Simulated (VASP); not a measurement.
# Cu (Fm-3m) in VASP: a series of runs

Runs on Cu. Level: PBEsol+D3(BJ). Tasks: single point.

Program: VASP 6.6.1. These are calculated values, not measurements. Logs are shortened: lines on timing, memory, paths and dates and some standing lists are left out, and cuts for length are marked.

## Step 1: The cell of the first run

Symmetry: Fm-3m, No. 225, cubic system. Conventional cell: a = 3.570 Å, b = 3.570 Å, c = 3.570 Å, α = 90.00°, β = 90.00°, γ = 90.00°. Within 3.3 Å of Cu (site symmetry m-3m) lie 12 Cu at 2.52 Å.

## Step 2: Single point, PBEsol+D3(BJ)

File INCAR:

```
SYSTEM = Cu
PREC = Accurate
ENCUT = 600
EDIFF = 1E-6
ISMEAR = 0
SIGMA = 0.1
LREAL = .FALSE.
LASPH = .TRUE.
NELM = 120
ALGO = Normal
ISIF = 2
LWAVE = .FALSE.
LCHARG = .TRUE.
GGA = PS
IVDW = 12
LELF = .TRUE.
LVHAR = .TRUE.
NBANDS = 12
GGA_COMPAT = .FALSE.
```

File KPOINTS:

```
Automatic mesh
0
G
  8 8 8
  0 0 0
```

File POSCAR:

```
Cu
1.0
    0.0000000000      1.7850000000      1.7850000000
    1.7850000000      0.0000000000      1.7850000000
    1.7850000000      1.7850000000      0.0000000000
Cu
1
Direct
    0.0000000000      0.0000000000      0.0000000000
```

Potentials or basis: VASP PAW PBE potentials, release 64 (Cu).

Launch:

```bash
cat potpaw_PBE.64/Cu/POTCAR > POTCAR
mpirun -np 1 vasp_std > vasp.out
```

OUTCAR:

```text
SYSTEM = Cu
   PREC = Accurate
   ENCUT = 600
   EDIFF = 1E-6
   ISMEAR = 0
   LREAL = .FALSE.
   LASPH = .TRUE.
   NELM = 120
   ISIF = 2
   GGA = PS
   IVDW = 12
 IVDW          = 12

 ion  position               nearest neighbor table
   1  0.000  0.000  0.000-

  LATTYP: Found a face centered cubic cell.
 ALAT       =     3.5700000000

  Lattice vectors:

 A1 = (   0.0000000000,   1.7850000000,   1.7850000000)
 A2 = (   1.7850000000,   0.0000000000,   1.7850000000)
 A3 = (   1.7850000000,   1.7850000000,   0.0000000000)

Analysis of symmetry for initial positions (statically):
=====================================================================
 Subroutine PRICEL returns:
 Original cell was already a primitive cell.

 Routine SETGRP: Setting up the symmetry group for a
 face centered cubic supercell.

 Subroutine GETGRP returns: Found 48 space group operations
 (whereof 48 operations were pure point group operations)
 out of a pool of 48 trial point group operations.

The static configuration has the point symmetry O_h .

Analysis of symmetry for dynamics (positions and initial velocities):
=====================================================================
 Subroutine PRICEL returns:
 Original cell was already a primitive cell.

 Routine SETGRP: Setting up the symmetry group for a
 face centered cubic supercell.

 Subroutine GETGRP returns: Found 48 space group operations
 (whereof 48 operations were pure point group operations)
 out of a pool of 48 trial point group operations.

The dynamic configuration has the point symmetry O_h .

 Subroutine INISYM returns: Found 48 space group operations
 (whereof 48 operations are pure point group operations),
 and found     1 'primitive' translations

----------------------------------------------------------------------------------------

                                     Primitive cell

  volume of cell :      11.3748

  direct lattice vectors                    reciprocal lattice vectors
     0.000000000  1.785000000  1.785000000    -0.280112045  0.280112045  0.280112045
     1.785000000  0.000000000  1.785000000     0.280112045 -0.280112045  0.280112045
     1.785000000  1.785000000  0.000000000     0.280112045  0.280112045 -0.280112045

  length of vectors
     2.524371209  2.524371209  2.524371209     0.485168293  0.485168293  0.485168293

  position of ions in fractional coordinates (direct lattice)
     0.000000000  0.000000000  0.000000000

  ion indices of the primitive-cell ions
   primitive index   ion index
                 1           1

----------------------------------------------------------------------------------------

 KPOINTS: Automatic mesh

Automatic generation of k-mesh.
 Grid dimensions read from file:
 generate k-points for:    8    8    8

 Generating k-lattice:

  Cartesian coordinates                     Fractional coordinates (reciprocal lattice)
    -0.035014006  0.035014006  0.035014006     0.125000000  0.000000000  0.000000000
     0.035014006 -0.035014006  0.035014006     0.000000000  0.125000000  0.000000000
     0.035014006  0.035014006 -0.035014006     0.000000000  0.000000000  0.125000000

  Length of vectors
     0.060646037  0.060646037  0.060646037

  Shift w.r.t. Gamma in fractional coordinates (k-lattice)
     0.000000000  0.000000000  0.000000000

 Subroutine IBZKPT returns following result:
 ===========================================

 Found     29 irreducible k-points:

 Following reciprocal coordinates:
            Coordinates               Weight
  0.000000  0.000000  0.000000      1.000000
  0.125000  0.000000  0.000000      8.000000
  0.250000  0.000000  0.000000      8.000000
  0.375000  0.000000  0.000000      8.000000
  0.500000  0.000000  0.000000      4.000000
  0.125000  0.125000  0.000000      6.000000
[... 16 lines left out ...]
  0.500000  0.250000  0.125000     48.000000
 -0.375000  0.250000  0.125000     24.000000
 [... further k-points ...]
   k-points           NKPTS =     29   k-points in BZ     NKDIM =     29   number of bands    NBANDS=     12
   number of dos      NEDOS =    301   number of ions     NIONS =      1
   total plane-waves  NPLWV =   8000
   dimension x,y,z NGX =    20 NGY =   20 NGZ =   20
   dimension x,y,z NGXF=    40 NGYF=   40 NGZF=   40
   ions per type =               1
   NGX,Y,Z   is equivalent  to a cutoff of  13.17, 13.17, 13.17 a.u.
   NGXF,Y,Z  is equivalent  to a cutoff of  26.34, 26.34, 26.34 a.u.
 SYSTEM =  Cu
   PREC   = accura    normal or accurate (medium, high low for compatibility)
   ISTART =      0    job   : 0-new  1-cont  2-samecut
   ICHARG =      2    charge: 1-file 2-atom 10-const
   ISPIN  =      1    spin polarized calculation?
   LNONCOLLINEAR =      F non collinear calculations
   LSORBIT =      F    spin-orbit coupling
   LASPH  =      T    aspherical Exc in radial PAW
   ENCUT  =  600.0 eV  44.10 Ry    6.64 a.u.   5.04  5.04  5.04*2*pi/ulx,y,z
   NELM   =    120;   NELMIN=  2; NELMDL= -5     # of ELM steps
   EDIFF  = 0.1E-05   stopping-criterion for ELM
   LREAL  =      F    real-space projection
   EDIFFG = 0.1E-04   stopping-criterion for IOM
   NSW    =      0    number of steps for IOM
   IBRION =     -1    ionic relax: 0-MD 1-quasi-New 2-CG
   NFREE  =      0    steps in history (QN), initial steepest desc. (CG)
   ISIF   =      2    stress and relaxation
   ISYM   =      2    0-nonsym 1-usesym 2-fastsym
   POTIM  = 0.5000    time-step for ionic-motion
   TEBEG  =    0.0;   TEEND  =   0.0 temperature during run
   PSTRESS=    0.0 pullay stress
   NELECT =      11.0000    total number of electrons
   NUPDOWN=      -1.0000    fix difference up-down
   EMIN   =  10.00;   EMAX   =-10.00  energy-range for DOS
   EFERMI =   0.00;   METHOD = LEGACY
   ISMEAR =     0;   SIGMA  =   0.10  broadening in eV -4-tet -1-fermi 0-gaus
   EFERMI_NEDOS =   21; number of points for ismear=-14 and -15
   IALGO  =     38    algorithm
   IMIX   =      4    mixing-type and parameters
     AMIX     =   0.40;   BMIX     =  1.00
     AMIX_MAG =   1.60;   BMIX_MAG =  1.00
  volume/ion in A,a.u.               =      11.37        76.76
  Fermi-wavevector in a.u.,A,eV,Ry     =   1.618915  3.059307 35.659337  2.620887
  Thomas-Fermi vector in A             =   2.713101
   LORBIT       =      0    0 simple, 1 ext, 2 COOP (PROOUT), +10 PAW based schemes
   GGA     = PS    functional components
   LHFCALC =     F    Hartree Fock is set to
   AEXX    =    0.0000 exact exchange contribution
   IVDW    =    12    specifies the selected vdW correction
   LEPSILON=     F    determine dielectric tensor
   LRPA    =     F    only Hartree local field effects (RPA)
 non-spin polarized calculation
 Gauss-broadening in eV      SIGMA  =   0.10
  energy-cutoff  :      600.00
  volume of cell :       11.37
 maximum number of plane-waves:       392
   NGX =  9   NGY =  9   NGZ =  9

 number of electron      11.0000013 magnetization

 Free energy of the ion-electron system (eV)
  ---------------------------------------------------
  ext. energy  EPLUGINS =         0.00000000
  ---------------------------------------------------
  free energy    TOTEN  =        -4.27580038 eV

  energy without entropy =       -4.27245942  energy(sigma->0) =       -4.27412990

 E-fermi :   7.8142     XC(G=0): -13.1275

 val. band max:        7.7414486865   @ k =   0.5000   0.2500   0.1250
 cond. band min:       7.9725972536   @ k =   0.5000   0.1250   0.0000
 fundamental gap:      0.2311485671
 Fermi energy:         7.8141541743

 k-point     1 :       0.0000    0.0000    0.0000
  band No.  band energies     occupation
      1      -1.8053      2.00000
      2       4.7417      2.00000
      3       4.7417      2.00000
      4       4.7417      2.00000
      5       5.6244      2.00000
      6       5.6244      2.00000
      7      30.7564      0.00000
      8      33.6658      0.00000
      9      33.6658      0.00000
     10      33.6658      0.00000
     11      36.1806      0.00000
     12      36.1806      0.00000

 k-point     2 :       0.1250    0.0000    0.0000
  band No.  band energies     occupation
      1      -1.2269      2.00000
      2       4.6234      2.00000
      3       4.8409      2.00000
      4       4.8409      2.00000
      5       5.5929      2.00000
      6       5.5929      2.00000
      7      27.0646      0.00000
      8      31.4673      0.00000
      9      32.4510      0.00000
     10      32.4510      0.00000
     11      38.0636      0.00000
     12      38.0759      0.00000

 k-point     3 :       0.2500    0.0000    0.0000
  band No.  band energies     occupation
      1       0.3706      2.00000
      2       4.4649      2.00000
      3       4.9086      2.00000
      4       4.9086      2.00000
      5       5.7095      2.00000
      6       5.7096      2.00000
      7      20.6094      0.00000
      8      30.6777      0.00000
      9      31.2273      0.00000
     10      31.2273      0.00000
     11      36.9491      0.00000
     12      36.9491      0.00000

 k-point     4 :       0.3750    0.0000    0.0000
  band No.  band energies     occupation
      1       2.1155      2.00000
      2       4.7817      2.00000
      3       4.7817      2.00000
      4       5.1336      2.00000
      5       6.0527      2.00000
      6       6.0527      2.00000
      7      14.9640      0.00000
      8      29.6685      0.00000
      9      30.6198      0.00000
     10      30.6198      0.00000
     11      34.4231      0.00000
     12      34.4231      0.00000

 k-point     5 :       0.5000    0.0000    0.0000
  band No.  band energies     occupation
      1       2.5730      2.00000
      2       4.7082      2.00000
      3       4.7082      2.00000
      4       6.2260      2.00000
      5       6.2260      2.00000
      6       6.7233      2.00000
      7      11.8110      0.00000
      8      29.2311      0.00000
      9      30.4799      0.00000
     10      30.4799      0.00000
     11      33.4542      0.00000
     12      33.4542      0.00000
[... 228 lines left out ...]
      1       2.7703      2.00000
      2       3.2563      2.00000
      3       6.2103      2.00000
      4       6.3759      2.00000
      5       6.3759      2.00000
      6       9.3021      0.00000
      7      15.2413      0.00000
      8      21.2004      0.00000
      9      21.2004      0.00000
     10      25.8189      0.00000
     11      28.7450      0.00000
     12      50.6809      0.00000

 k-point    22 :       0.3750    0.2500    0.1250
  band No.  band energies     occupation
      1       1.6302      2.00000
      2       4.0590      2.00000
      3       4.7329      2.00000
      4       5.4532      2.00000
      5       5.4994      2.00000
      6       6.3469      2.00000
      7      21.4761      0.00000
      8      22.1864      0.00000
      9      27.5483      0.00000
     10      32.1154      0.00000
     11      34.2869      0.00000
     12      38.8590      0.00000

 k-point    23 :       0.5000    0.2500    0.1250
  band No.  band energies     occupation
      1       3.0476      2.00000
      2       4.1098      2.00000
      3       4.4480      2.00000
      4       5.3251      2.00000
      5       5.9776      2.00000
      6       7.7414      1.69615
      7      16.0741      0.00000
      8      21.6362      0.00000
      9      24.6237      0.00000
     10      32.2475      0.00000
     11      35.8537      0.00000
     12      39.7993      0.00000

 k-point    24 :      -0.3750    0.2500    0.1250
  band No.  band energies     occupation
      1       3.3731      2.00000
      2       4.1028      2.00000
      3       4.6566      2.00000
      4       5.2175      2.00000
      5       6.1658      2.00000
      6       9.9952      0.00000
      7      12.2956      0.00000
      8      22.3279      0.00000
      9      22.8301      0.00000
     10      31.9346      0.00000
     11      35.7447      0.00000
     12      43.2829      0.00000

 [... further k-points ...]

------------------------ aborting loop because EDIFF is reached ----------------------------------------

 Edisp (eV)   -0.54439

 E8    (eV) :    -0.3552

  FORCE on cell =-STRESS in cart. coord.  units (eV):
  Direction    XX          YY          ZZ          XY          YZ          ZX
  --------------------------------------------------------------------------------------
  -------------------------------------------------------------------------------------
  Total      -0.49176    -0.49176    -0.49176    -0.00000    -0.00000    -0.00000
  in kB     -69.26629   -69.26629   -69.26629    -0.00000    -0.00000    -0.00000
  external pressure =      -69.27 kB  Pullay stress =        0.00 kB

 VOLUME and BASIS-vectors are now :
 -----------------------------------------------------------------------------
  energy-cutoff  :      600.00
  volume of cell :       11.37
      direct lattice vectors                 reciprocal lattice vectors
     0.000000000  1.785000000  1.785000000    -0.280112045  0.280112045  0.280112045
     1.785000000  0.000000000  1.785000000     0.280112045 -0.280112045  0.280112045
     1.785000000  1.785000000  0.000000000     0.280112045  0.280112045 -0.280112045

 POSITION                                       TOTAL-FORCE (eV/Angst)
 -----------------------------------------------------------------------------------
      0.00000      0.00000      0.00000        -0.000000     -0.000000      0.000000
 -----------------------------------------------------------------------------------
    total drift:                                0.000000      0.000000      0.000000

  FREE ENERGIE OF THE ION-ELECTRON SYSTEM (eV)
  ---------------------------------------------------
  free  energy   TOTEN  =        -4.8201933741 eV

  energy  without entropy=       -4.8168524136  energy(sigma->0) =       -4.81852289
```

Run time: 4.9 s. Hardware: 1 thread of Intel Xeon 6975P-C, shared host; peak memory 0.13 GiB.

Results:

```yaml
Free_energy: -4.8202 eV
Pressure: -6.9 GPa
Dispersion_energy_per_atom: -0.544 eV
```

Levels at points of the mesh, in eV from the Fermi level:
```
           k point  band 3  band 4  band 5  band 6  band 7  band 8  band 9  band 10
(0.00, 0.00, 0.00)   -3.07   -3.07   -2.19   -2.19   22.94   25.85   25.85    25.85
(0.50, 0.00, 0.00)   -3.11   -1.59   -1.59   -1.09    4.00   21.42   22.67    22.67
(0.50, 0.50, 0.00)   -1.60   -1.44   -1.44    1.49    7.43   13.39   13.39    18.00
```

Caveat: the k points lie up to 0.38 Å⁻¹ apart; the PAW data sets were made with another functional, which shifts forces and pressure a little; pairwise dispersion overbinds metals, which lowers pressure and volume.

[end of part 1 of 2]
